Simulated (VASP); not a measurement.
# Au (Fm-3m) in VASP: single point with PBE

Aim: the single point of Au with PBE.

All numbers are computed with VASP 6.6.1; they aren't measurements. Logs are shortened: lines on timing, memory, paths and dates and some standing lists are left out, and cuts for length are marked.

## Step 1: The cell of the first run

Symmetry: Fm-3m, No. 225, cubic system. Conventional cell: a = 4.150 Å, b = 4.150 Å, c = 4.150 Å, α = 90.00°, β = 90.00°, γ = 90.00°. Au (site symmetry m-3m) has 12 Au at 2.93 Å within 3.9 Å.

## Step 2: Single point, PBE

INCAR

```
SYSTEM = Au
PREC = Accurate
ENCUT = 500
EDIFF = 1E-6
ISMEAR = -1
SIGMA = 0.5
LREAL = .FALSE.
LASPH = .TRUE.
NELM = 120
ALGO = Normal
ISIF = 2
LWAVE = .FALSE.
LCHARG = .TRUE.
GGA = PE
LELF = .TRUE.
LVHAR = .TRUE.
NBANDS = 12
GGA_COMPAT = .FALSE.
```

KPOINTS

```
Automatic mesh
0
G
  2 2 2
  0 0 0
```

POSCAR

```
Au
1.0
    0.0000000000      2.0750000000      2.0750000000
    2.0750000000      0.0000000000      2.0750000000
    2.0750000000      2.0750000000      0.0000000000
Au
1
Direct
    0.0000000000      0.0000000000      0.0000000000
```

Potentials or basis: VASP PAW PBE potentials, release 64 (Au).

Run with:

```
$ cat potpaw_PBE.64/Au/POTCAR > POTCAR
$ mpirun -np 1 vasp_std > vasp.out
```

OUTCAR:

```text
SYSTEM = Au
   PREC = Accurate
   ENCUT = 500
   EDIFF = 1E-6
   ISMEAR = -1
   LREAL = .FALSE.
   LASPH = .TRUE.
   NELM = 120
   ISIF = 2
   GGA = PE

 ion  position               nearest neighbor table
   1  0.000  0.000  0.000-

  LATTYP: Found a face centered cubic cell.
 ALAT       =     4.1500000000

  Lattice vectors:

 A1 = (   0.0000000000,   2.0750000000,   2.0750000000)
 A2 = (   2.0750000000,   0.0000000000,   2.0750000000)
 A3 = (   2.0750000000,   2.0750000000,   0.0000000000)

Analysis of symmetry for initial positions (statically):
=====================================================================
 Subroutine PRICEL returns:
 Original cell was already a primitive cell.

 Routine SETGRP: Setting up the symmetry group for a
 face centered cubic supercell.

 Subroutine GETGRP returns: Found 48 space group operations
 (whereof 48 operations were pure point group operations)
 out of a pool of 48 trial point group operations.

The static configuration has the point symmetry O_h .

Analysis of symmetry for dynamics (positions and initial velocities):
=====================================================================
 Subroutine PRICEL returns:
 Original cell was already a primitive cell.

 Routine SETGRP: Setting up the symmetry group for a
 face centered cubic supercell.

 Subroutine GETGRP returns: Found 48 space group operations
 (whereof 48 operations were pure point group operations)
 out of a pool of 48 trial point group operations.

The dynamic configuration has the point symmetry O_h .

 Subroutine INISYM returns: Found 48 space group operations
 (whereof 48 operations are pure point group operations),
 and found     1 'primitive' translations

----------------------------------------------------------------------------------------

                                     Primitive cell

  volume of cell :      17.8683

  direct lattice vectors                    reciprocal lattice vectors
     0.000000000  2.075000000  2.075000000    -0.240963855  0.240963855  0.240963855
     2.075000000  0.000000000  2.075000000     0.240963855 -0.240963855  0.240963855
     2.075000000  2.075000000  0.000000000     0.240963855  0.240963855 -0.240963855

  length of vectors
     2.934493142  2.934493142  2.934493142     0.417361640  0.417361640  0.417361640

  position of ions in fractional coordinates (direct lattice)
     0.000000000  0.000000000  0.000000000

  ion indices of the primitive-cell ions
[... 58 lines left out ...]
   ISIF   =      2    stress and relaxation
   ISYM   =      2    0-nonsym 1-usesym 2-fastsym
   POTIM  = 0.5000    time-step for ionic-motion
   TEBEG  =    0.0;   TEEND  =   0.0 temperature during run
   PSTRESS=    0.0 pullay stress
   NELECT =      11.0000    total number of electrons
   NUPDOWN=      -1.0000    fix difference up-down
   EMIN   =  10.00;   EMAX   =-10.00  energy-range for DOS
   EFERMI =   0.00;   METHOD = LEGACY
   ISMEAR =    -1;   SIGMA  =   0.50  broadening in eV -4-tet -1-fermi 0-gaus
   EFERMI_NEDOS =   21; number of points for ismear=-14 and -15
   IALGO  =     38    algorithm
   IMIX   =      4    mixing-type and parameters
     AMIX     =   0.40;   BMIX     =  1.00
     AMIX_MAG =   1.60;   BMIX_MAG =  1.00
  volume/ion in A,a.u.               =      17.87       120.58
  Fermi-wavevector in a.u.,A,eV,Ry     =   1.392657  2.631741 26.388427  1.939495
  Thomas-Fermi vector in A             =   2.516379
   LORBIT       =      0    0 simple, 1 ext, 2 COOP (PROOUT), +10 PAW based schemes
   GGA     = PE    functional components
   LHFCALC =     F    Hartree Fock is set to
   AEXX    =    0.0000 exact exchange contribution
   IVDW    =     0    specifies the selected vdW correction
   LEPSILON=     F    determine dielectric tensor
   LRPA    =     F    only Hartree local field effects (RPA)
 non-spin polarized calculation
  energy-cutoff  :      500.00
  volume of cell :       17.87
 maximum number of plane-waves:       464
 NGX is ok and might be reduce to    24
   NGX = 11   NGY = 11   NGZ = 11

 number of electron      11.0000002 magnetization

 Free energy of the ion-electron system (eV)
  ---------------------------------------------------
  ext. energy  EPLUGINS =         0.00000000
  ---------------------------------------------------
  free energy    TOTEN  =        -0.49283328 eV

  energy without entropy =        0.19763895  energy(sigma->0) =       -0.14759717

 E-fermi :   8.7274     XC(G=0): -12.4347

 val. band max:        7.9462212613   @ k =   0.5000   0.0000   0.0000
 cond. band min:       9.8405612014   @ k =   0.5000   0.5000   0.0000
 fundamental gap:      1.8943399401
 Fermi energy:         8.7274015139

 k-point     1 :       0.0000    0.0000    0.0000
  band No.  band energies     occupation
      1      -0.6714      2.00000
      2       4.4085      1.99965
      3       4.4085      1.99965
      4       4.4085      1.99965
      5       5.8553      1.99362
      6       5.8553      1.99362
      7      23.1985      0.00000
      8      27.0103      0.00000
      9      27.0103      0.00000
     10      27.0103      0.00000
     11      31.6699      0.00000
     12      35.9542      0.00000
[... 16 lines left out ...]
 k-point     3 :       0.5000    0.5000    0.0000
  band No.  band energies     occupation
      1       2.1819      2.00000
      2       2.4676      1.99999
      3       6.9348      1.94603
      4       7.2466      1.90163
      5       7.2466      1.90163
      6       9.8406      0.19482
      7      14.2012      0.00004
      8      18.5846      0.00000
      9      18.5846      0.00000
     10      25.4229      0.00000
     11      27.9287      0.00000
     12      35.8343      0.00000

------------------------ aborting loop because EDIFF is reached ----------------------------------------

  FORCE on cell =-STRESS in cart. coord.  units (eV):
  Direction    XX          YY          ZZ          XY          YZ          ZX
  --------------------------------------------------------------------------------------
  -------------------------------------------------------------------------------------
  Total        4.1544696      4.1544696      4.1544696     -0.0000000     -0.0000000      0.0000000
  in kB      372.5133710    372.5133710    372.5133710     -0.0000000     -0.0000000      0.0000000
  external PRESSURE =     372.5133710 kB  Pullay stress =       0.0000000 kB

 VOLUME and BASIS-vectors are now :
 -----------------------------------------------------------------------------
  energy-cutoff  :      500.00
  volume of cell :       17.87
      direct lattice vectors                 reciprocal lattice vectors
     0.000000000  2.075000000  2.075000000    -0.240963855  0.240963855  0.240963855
     2.075000000  0.000000000  2.075000000     0.240963855 -0.240963855  0.240963855
     2.075000000  2.075000000  0.000000000     0.240963855  0.240963855 -0.240963855

 POSITION                                       TOTAL-FORCE (eV/Angst)
 -----------------------------------------------------------------------------------
      0.00000      0.00000      0.00000         0.000000      0.000000      0.000000
 -----------------------------------------------------------------------------------
    total drift:                               -0.000000      0.000000      0.000000

  FREE ENERGIE OF THE ION-ELECTRON SYSTEM (eV)
  ---------------------------------------------------
  free  energy   TOTEN  =        -0.4928332801 eV

  energy  without entropy=        0.1976389464  energy(sigma->0) =       -0.14759717
```

OSZICAR:

```text
N       E                     dE             d eps       ncg     rms          rms(c)
DAV:   1     0.437541516031E+02    0.43754E+02   -0.54097E+03    80   0.795E+02
DAV:   2    -0.196411597592E+00   -0.43951E+02   -0.42440E+02    88   0.176E+02
DAV:   3    -0.668548893644E+00   -0.47214E+00   -0.47179E+00    84   0.169E+01
DAV:   4    -0.669981235221E+00   -0.14323E-02   -0.14323E-02    92   0.107E+00
DAV:   5    -0.669991820847E+00   -0.10586E-04   -0.10586E-04    84   0.901E-02    0.140E+01
DAV:   6    -0.503029716534E+00    0.16696E+00   -0.29326E-01    80   0.500E+00    0.912E+00
DAV:   7    -0.494312659745E+00    0.87171E-02   -0.61124E-03    76   0.683E-01    0.365E+00
DAV:   8    -0.492811855526E+00    0.15008E-02   -0.81904E-04    84   0.246E-01    0.497E-02
DAV:   9    -0.492828903062E+00   -0.17048E-04   -0.19278E-05    80   0.398E-02    0.166E-02
DAV:  10    -0.492833266531E+00   -0.43635E-05   -0.41376E-06    80   0.198E-02    0.143E-03
DAV:  11    -0.492833280144E+00   -0.13614E-07   -0.13296E-08    36   0.928E-04
   1 F= -.49283328E+00 E0= -.14759717E+00  d E =-.690472E+00
```

Run time: 3.5 s. Hardware: 1 thread of Intel Xeon Platinum 8488C (Sapphire Rapids), shared host; peak memory 0.13 GiB.

Results:

```
Free energy : -0.4928 eV
Pressure    : 37.3 GPa
```

Caveat: the k points lie up to 1.31 Å⁻¹ apart; spin-orbit coupling is left out, which moves the levels of the heavy elements.
